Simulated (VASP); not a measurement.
# Si16Au (a cell with a defect) in VASP: single point with LDA

Aim: the single point of Si16Au (a cell with a defect) with LDA.

Everything below comes from runs of VASP 6.6.1. Logs are shortened: lines on timing, memory, paths and dates and some standing lists are left out, and cuts for length are marked.

## (1) The cell of the first run

The cell holds a defect, 17 atoms: a = 7.679 Å, b = 7.679 Å, c = 7.679 Å, α = 60.00°, β = 60.00°, γ = 60.00°.

## (2) Single point, LDA, collinear spin, zero start

Input file INCAR:

```
SYSTEM = Si16Au
PREC     = Accurate       ! precision mode
ENCUT    = 520            ! plane-wave cutoff, eV
EDIFF    = 1E-6           ! SCF threshold, eV
ISMEAR   = 0              ! smearing method
SIGMA    = 0.05           ! smearing width, eV
LREAL    = Auto         
LASPH    = .TRUE.         ! aspherical terms in the spheres
NELM     = 150            ! most SCF steps
ALGO     = Normal         ! electronic algorithm
ISIF     = 2              ! what is computed and relaxed
LWAVE    = .FALSE.        ! write WAVECAR
LCHARG   = .TRUE.         ! write CHGCAR
ISPIN    = 2              ! spin polarisation
MAGMOM   = 0 0 0 0 0 0 0 0 0 0 0 0 0 0 0 0 0 ! initial moments
LORBIT   = 11             ! projections on sites
LMAXMIX  = 4              ! l up to which the mixer works
LELF     = .TRUE.         ! ELF
LVHAR    = .TRUE.       
NBANDS   = 56             ! bands
```

Input file KPOINTS:

```
regular mesh
0
G
  2 2 2
  0 0 0
```

Input file POSCAR:

```
Si16Au
1.0
    0.0000000000      5.4300000000      5.4300000000
    5.4300000000      0.0000000000      5.4300000000
    5.4300000000      5.4300000000      0.0000000000
Si Au
16 1
Direct
   -0.0017743094      0.0146282689     -0.0019669429
    0.1128083794      0.1564398711      0.1126212707
   -0.0311986188      0.0124317680      0.5119531308
    0.1106161142      0.1270271639      0.6265277164
    0.0175190608      0.5178168508      0.0173253223
    0.1411911602      0.6414950276      0.1409944751
   -0.0017744015      0.4985327808      0.5141259669
    0.1128177716      0.6131081952      0.6559437385
    0.5121401473      0.0124370166     -0.0313878453
    0.6267208103      0.1270263352      0.1104246777
    0.4837489871     -0.0159408840      0.4835581952
    0.6074226519      0.1077287293      0.6072368324
    0.5143232044      0.4985320442     -0.0019681400
    0.6561373849      0.6131062615      0.1126283610
    0.5121308471      0.4691080110      0.5119494475
    0.6267205341      0.6109269797      0.6265264273
    0.3124779006      0.8127878453      0.3122828729
```

Potentials or basis: VASP PAW LDA potentials, release 64 (Si, Au).

On the command line:

```sh
cat potpaw_LDA.64/Si/POTCAR potpaw_LDA.64/Au/POTCAR > POTCAR
mpirun -np 1 vasp_std > vasp.out
```

OUTCAR:

```text
SYSTEM = Si16Au
   PREC = Accurate
   ENCUT = 520
   EDIFF = 1E-6
   ISMEAR = 0
   LREAL = Auto
   LASPH = .TRUE.
   NELM = 150
   ISIF = 2
   ISPIN = 2
   LORBIT = 11

 ion  position               nearest neighbor table
   1  0.998  0.015  0.998-   2 2.33  10 2.33   4 2.33   6 2.35
   2  0.113  0.156  0.113-   5 2.29   1 2.33  17 2.43   9 2.51   3 2.51
   3  0.969  0.012  0.512-  12 2.29   4 2.33  17 2.43   8 2.51   2 2.51
   4  0.111  0.127  0.627-   3 2.33   1 2.33   7 2.33  11 2.35
   5  0.018  0.518  0.017-   2 2.29  14 2.29   8 2.29   6 2.33
   6  0.141  0.641  0.141-   5 2.33   7 2.35  13 2.35   1 2.35  17 3.22
   7  0.998  0.499  0.514-   8 2.33  16 2.33   4 2.33   6 2.35
   8  0.113  0.613  0.656-   5 2.29   7 2.33  17 2.43  15 2.51   3 2.51
   9  0.512  0.012  0.969-  12 2.29  10 2.33  17 2.43  14 2.51   2 2.51
  10  0.627  0.127  0.110-   9 2.33   1 2.33  13 2.33  11 2.35
  11  0.484  0.984  0.484-  12 2.33  16 2.35   4 2.35  10 2.35  17 3.22
  12  0.607  0.108  0.607-   9 2.29   3 2.29  15 2.29  11 2.33
  13  0.514  0.499  0.998-  14 2.33  16 2.33  10 2.33   6 2.35
  14  0.656  0.613  0.113-   5 2.29  13 2.33  17 2.43  15 2.51   9 2.51
  15  0.512  0.469  0.512-  12 2.29  16 2.33  17 2.43   8 2.51  14 2.51
  16  0.627  0.611  0.627-  15 2.33   7 2.33  13 2.33  11 2.35
  17  0.312  0.813  0.312-   2 2.43   9 2.43   3 2.43  14 2.43   8 2.43  15 2.43  11 3.22   6 3.22

  LATTYP: Found a face centered cubic cell.
 ALAT       =    10.8600000000

  Lattice vectors:

 A1 = (   0.0000000000,   5.4300000000,   5.4300000000)
 A2 = (   5.4300000000,   0.0000000000,   5.4300000000)
 A3 = (   5.4300000000,   5.4300000000,   0.0000000000)

Analysis of symmetry for initial positions (statically):
=====================================================================
 Subroutine PRICEL returns:
 Original cell was already a primitive cell.

 Routine SETGRP: Setting up the symmetry group for a
 face centered cubic supercell.

 Subroutine GETGRP returns: Found  1 space group operations
 (whereof  1 operations were pure point group operations)
 out of a pool of 48 trial point group operations.

The static configuration has the point symmetry C_1 .

Analysis of symmetry for dynamics (positions and initial velocities):
=====================================================================
 Subroutine PRICEL returns:
 Original cell was already a primitive cell.

 Routine SETGRP: Setting up the symmetry group for a
 face centered cubic supercell.

 Subroutine GETGRP returns: Found  1 space group operations
 (whereof  1 operations were pure point group operations)
 out of a pool of 48 trial point group operations.

The dynamic configuration has the point symmetry C_1 .

Analysis of structural, dynamic, and magnetic symmetry:
=====================================================================
 Subroutine PRICEL returns:
 Original cell was already a primitive cell.

 Routine SETGRP: Setting up the symmetry group for a
 face centered cubic supercell.

 Subroutine GETGRP returns: Found  1 space group operations
 (whereof  1 operations were pure point group operations)
 out of a pool of 48 trial point group operations.

The overall configuration has the point symmetry C_1 .

 Subroutine INISYM returns: Found  1 space group operations
 (whereof  1 operations are pure point group operations),
 and found     1 'primitive' translations

----------------------------------------------------------------------------------------

                                     Primitive cell

  volume of cell :     320.2060

  direct lattice vectors                    reciprocal lattice vectors
     0.000000000  5.430000000  5.430000000    -0.092081031  0.092081031  0.092081031
     5.430000000  0.000000000  5.430000000     0.092081031 -0.092081031  0.092081031
     5.430000000  5.430000000  0.000000000     0.092081031  0.092081031 -0.092081031

  length of vectors
     7.679179644  7.679179644  7.679179644     0.159489025  0.159489025  0.159489025

  position of ions in fractional coordinates (direct lattice)
     0.998225691  0.014628269  0.998033057
     0.112808379  0.156439871  0.112621271
     0.968801381  0.012431768  0.511953131
     0.110616114  0.127027164  0.626527716
     0.017519061  0.517816851  0.017325322
     0.141191160  0.641495028  0.140994475
[... 9 lines left out ...]
     0.626720534  0.610926980  0.626526427
[... 66 lines left out ...]
 SYSTEM =  Si16Au
   PREC   = accura    normal or accurate (medium, high low for compatibility)
   ISTART =      0    job   : 0-new  1-cont  2-samecut
   ICHARG =      2    charge: 1-file 2-atom 10-const
   ISPIN  =      2    spin polarized calculation?
   LNONCOLLINEAR =      F non collinear calculations
   LSORBIT =      F    spin-orbit coupling
   LASPH  =      T    aspherical Exc in radial PAW
   ENCUT  =  520.0 eV  38.22 Ry    6.18 a.u.  14.28 14.28 14.28*2*pi/ulx,y,z
   NELM   =    150;   NELMIN=  2; NELMDL= -5     # of ELM steps
   EDIFF  = 0.1E-05   stopping-criterion for ELM
   LREAL  =      T    real-space projection
   EDIFFG = 0.1E-04   stopping-criterion for IOM
   NSW    =      0    number of steps for IOM
   IBRION =     -1    ionic relax: 0-MD 1-quasi-New 2-CG
   NFREE  =      0    steps in history (QN), initial steepest desc. (CG)
   ISIF   =      2    stress and relaxation
   ISYM   =      2    0-nonsym 1-usesym 2-fastsym
   POTIM  = 0.5000    time-step for ionic-motion
   TEBEG  =    0.0;   TEEND  =   0.0 temperature during run
   PSTRESS=    0.0 pullay stress
   NELECT =      75.0000    total number of electrons
   NUPDOWN=      -1.0000    fix difference up-down
   EMIN   =  10.00;   EMAX   =-10.00  energy-range for DOS
   EFERMI =   0.00;   METHOD = LEGACY
   ISMEAR =     0;   SIGMA  =   0.05  broadening in eV -4-tet -1-fermi 0-gaus
   EFERMI_NEDOS =   21; number of points for ismear=-14 and -15
   IALGO  =     38    algorithm
   IMIX   =      4    mixing-type and parameters
     AMIX     =   0.40;   BMIX     =  1.00
     AMIX_MAG =   1.60;   BMIX_MAG =  1.00
  volume/ion in A,a.u.               =      18.84       127.11
  Fermi-wavevector in a.u.,A,eV,Ry     =   1.009142  1.907001 13.855720  1.018367
  Thomas-Fermi vector in A             =   2.142052
   LORBIT       =     11    0 simple, 1 ext, 2 COOP (PROOUT), +10 PAW based schemes
   GGA     = CA    functional components
   LHFCALC =     F    Hartree Fock is set to
   AEXX    =    0.0000 exact exchange contribution
   IVDW    =     0    specifies the selected vdW correction
   LEPSILON=     F    determine dielectric tensor
   LRPA    =     F    only Hartree local field effects (RPA)
 spin polarized calculation
 Gauss-broadening in eV      SIGMA  =   0.05
  energy-cutoff  :      520.00
  volume of cell :      320.21
 maximum number of plane-waves:      8646
 NGX is ok and might be reduce to    60
   NGX = 29   NGY = 29   NGZ = 29

 number of electron      74.9999997 magnetization       0.0000253

 number of electron      74.9999997 magnetization      -0.0000002

 Free energy of the ion-electron system (eV)
  ---------------------------------------------------
  ext. energy  EPLUGINS =         0.00000000
  ---------------------------------------------------
  free energy    TOTEN  =       -96.34353966 eV

  energy without entropy =      -96.33594109  energy(sigma->0) =      -96.33974038

 E-fermi :   7.0139     XC(G=0):  -9.9877

 val. band max:        7.0127368610   @ k =   0.0000   0.0000   0.0000
 cond. band min:       7.2160533567   @ k =   0.5000   0.0000   0.0000
 fundamental gap:      0.2033164956
 Fermi energy:         7.0139213375

 spin component 1

 k-point     1 :       0.0000    0.0000    0.0000
  band No.  band energies     occupation
      1      -5.8772      1.00000
      2      -3.6007      1.00000
      3      -3.3774      1.00000
      4      -3.2507      1.00000
      5      -3.2506      1.00000
      6      -2.3276      1.00000
[... 405 lines left out ...]
     48      10.4758      0.00000
     49      10.5023      0.00000
 Fermi energy:         7.0139213375

 spin component 2

 k-point     1 :       0.0000    0.0000    0.0000
  band No.  band energies     occupation
      1      -5.8772      1.00000
      2      -3.6007      1.00000
      3      -3.3774      1.00000
      4      -3.2507      1.00000
      5      -3.2506      1.00000
      6      -2.3276      1.00000
[... 405 lines left out ...]
     48      10.4758      0.00000
     49      10.5023      0.00000
 [bands above 49 left out]

------------------------ aborting loop because EDIFF is reached ----------------------------------------

  FORCE on cell =-STRESS in cart. coord.  units (eV):
  Direction    XX          YY          ZZ          XY          YZ          ZX
  --------------------------------------------------------------------------------------
  -------------------------------------------------------------------------------------
  Total        5.5047332      5.5040791      5.5037663     -0.7319362     -0.7317396     -0.7327803
  in kB       27.5433886     27.5401162     27.5385507     -3.6623036     -3.6613197     -3.6665270
  external PRESSURE =      27.5406852 kB  Pullay stress =       0.0000000 kB

 VOLUME and BASIS-vectors are now :
 -----------------------------------------------------------------------------
  energy-cutoff  :      520.00
  volume of cell :      320.21
      direct lattice vectors                 reciprocal lattice vectors
     0.000000000  5.430000000  5.430000000    -0.092081031  0.092081031  0.092081031
     5.430000000  0.000000000  5.430000000     0.092081031 -0.092081031  0.092081031
     5.430000000  5.430000000  0.000000000     0.092081031  0.092081031 -0.092081031

 POSITION                                       TOTAL-FORCE (eV/Angst)
 -----------------------------------------------------------------------------------
      5.49875     10.83969      5.49980        -0.002229     -0.001507     -0.002321
      1.46100      1.22408      1.46202         0.007062     -0.014135      0.006914
      2.84741      8.04050      5.32810         0.012696     -0.007081     -0.006482
      4.09180      4.00269      1.29040         0.000098      0.001575      0.001308
      2.90582      0.18921      2.90687         0.003039      0.003614      0.003341
      4.24892      1.53227      4.24999         0.001020      0.002072      0.000242
[... 9 lines left out ...]
      6.71937      6.80513      6.72043         0.000973      0.000631      0.000871
      6.10913      3.39245      6.11019         0.000044     -0.000332      0.000426
 -----------------------------------------------------------------------------------
    total drift:                               -0.002062     -0.005270     -0.001013

  FREE ENERGIE OF THE ION-ELECTRON SYSTEM (eV)
  ---------------------------------------------------
  free  energy   TOTEN  =       -96.3435396598 eV

  energy  without entropy=      -96.3359410905  energy(sigma->0) =      -96.33974038

 total charge

# of ion       s       p       d       tot
------------------------------------------
    1        0.752   0.961   0.000   1.713
    2        0.749   0.942   0.000   1.692
    3        0.749   0.942   0.000   1.692
    4        0.752   0.961   0.000   1.713
    5        0.762   0.962   0.000   1.724
    6        0.753   0.952   0.000   1.705
[... 9 lines left out ...]
   16        0.752   0.961   0.000   1.713
   17        0.775   0.584   8.723  10.082
--------------------------------------------------
tot         12.809  15.835   8.723  37.366

 magnetization (x)

# of ion       s       p       d       tot
------------------------------------------
    1       -0.000  -0.000   0.000  -0.000
    2       -0.000   0.000   0.000  -0.000
    3       -0.000  -0.000   0.000  -0.000
    4        0.000  -0.000   0.000  -0.000
    5       -0.000  -0.000   0.000  -0.000
    6       -0.000  -0.000   0.000  -0.000
[... 9 lines left out ...]
   16       -0.000   0.000   0.000  -0.000
   17        0.000   0.000  -0.000  -0.000
--------------------------------------------------
tot         -0.000  -0.000  -0.000  -0.000
```

Wall time 6 min (1 thread of Intel Xeon 6975P-C (Granite Rapids), shared host); peak memory 0.49 GiB.

What came out:

* Free energy: -96.3435 eV
* Pressure: 2.8 GPa
* Largest force: 0.017 eV/Å
* Net moment: 0.00 μB per cell
* Valence electrons inside the program's atomic spheres: Si 1.71, 1.69, 1.72 (each value once); Au 10.08

Forces in eV/Å, atoms in the order of the input:
```
Si  -0.002 -0.002 -0.002
Si   0.007 -0.014  0.007
Si   0.013 -0.007 -0.006
Si   0.000  0.002  0.001
Si   0.003  0.004  0.003
Si   0.001  0.002  0.000
Si  -0.002 -0.001 -0.002
Si   0.007  0.006 -0.013
Si  -0.007 -0.007  0.013
Si   0.001  0.001  0.000
Si   0.001  0.002  0.002
Si  -0.002 -0.002 -0.002
Si  -0.002 -0.002 -0.002
Si  -0.014  0.006  0.007
Si  -0.006  0.013 -0.006
Si   0.001  0.001  0.001
Au   0.000  0.000  0.000
```

Levels at points of the mesh, in eV from the Fermi level:
Spin up:
| k point | band 34 | band 35 | band 36 | band 37 | band 38 | band 39 | band 40 | band 41 |
| --- | --- | --- | --- | --- | --- | --- | --- | --- |
| (0.00, 0.00, 0.00) | -1.51 | -1.21 | -0.54 | -0.53 | -0.35 | -0.35 | 0.00 | 0.00 |
| (0.50, 0.00, 0.00) | -1.57 | -1.34 | -1.33 | -0.83 | 0.20 | 0.54 | 0.57 | 0.69 |
| (0.00, 0.50, 0.00) | -1.57 | -1.34 | -1.33 | -0.83 | 0.20 | 0.54 | 0.57 | 0.69 |
| (0.00, 0.00, 0.50) | -1.57 | -1.34 | -1.33 | -0.83 | 0.20 | 0.54 | 0.57 | 0.69 |
| (0.50, 0.50, 0.50) | -1.38 | -1.38 | -0.69 | -0.69 | -0.07 | 0.24 | 0.95 | 1.03 |
| (0.50, 0.50, 0.00) | -2.02 | -1.86 | -1.77 | -1.24 | 0.23 | 0.39 | 1.26 | 1.46 |
| (0.00, 0.50, 0.50) | -2.02 | -1.86 | -1.77 | -1.24 | 0.23 | 0.39 | 1.26 | 1.46 |
| (0.50, 0.00, 0.50) | -2.02 | -1.86 | -1.77 | -1.24 | 0.23 | 0.39 | 1.26 | 1.46 |
Spin down:
| k point | band 34 | band 35 | band 36 | band 37 | band 38 | band 39 | band 40 | band 41 |
| --- | --- | --- | --- | --- | --- | --- | --- | --- |
| (0.00, 0.00, 0.00) | -1.51 | -1.21 | -0.54 | -0.53 | -0.35 | -0.35 | 0.00 | 0.00 |
| (0.50, 0.00, 0.00) | -1.57 | -1.34 | -1.33 | -0.83 | 0.20 | 0.54 | 0.57 | 0.69 |
| (0.00, 0.50, 0.00) | -1.57 | -1.34 | -1.33 | -0.83 | 0.20 | 0.54 | 0.57 | 0.69 |
| (0.00, 0.00, 0.50) | -1.57 | -1.34 | -1.33 | -0.83 | 0.20 | 0.54 | 0.57 | 0.69 |
| (0.50, 0.50, 0.50) | -1.38 | -1.38 | -0.69 | -0.69 | -0.07 | 0.24 | 0.95 | 1.03 |
| (0.50, 0.50, 0.00) | -2.02 | -1.86 | -1.77 | -1.24 | 0.23 | 0.39 | 1.26 | 1.46 |
| (0.00, 0.50, 0.50) | -2.02 | -1.86 | -1.77 | -1.24 | 0.23 | 0.39 | 1.26 | 1.46 |
| (0.50, 0.00, 0.50) | -2.02 | -1.86 | -1.77 | -1.24 | 0.23 | 0.39 | 1.26 | 1.46 |

Caveat: the k points lie up to 0.50 Å⁻¹ apart; no moment was typed at the start, so none could form; spin-orbit coupling is left out, which moves the levels of the heavy elements.
